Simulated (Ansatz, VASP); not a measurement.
# One calculation of MgO, two programs

```
Mg O
1.0
     0.00000    2.14965    2.14965
     2.14965    0.00000    2.14965
     2.14965    2.14965    0.00000
Mg O
1 1
Cartesian
  0.0000 0.0000 0.0000
  2.1496 2.1496 2.1496
```

Alike in both runs: task single point; functional PBE; k mesh 8 × 8 × 8; occupations fermi-dirac, width 0.05 eV; no spin polarisation.

```csv
,VASP,Ansatz
version,VASP 6.6.1,Ansatz 0.2.0
potentials or method,"VASP PAW PBE potentials, release 64 (Mg_sv, O), cutoff 840 eV","PAW, plane waves, scalar-relativistic"
valence electrons in the cell,16,16
```

|  | VASP | Ansatz | Ansatz less VASP |
| --- | --- | --- | --- |
| pressure (GPa) | -4.5 | -4.5 | 0.00 |
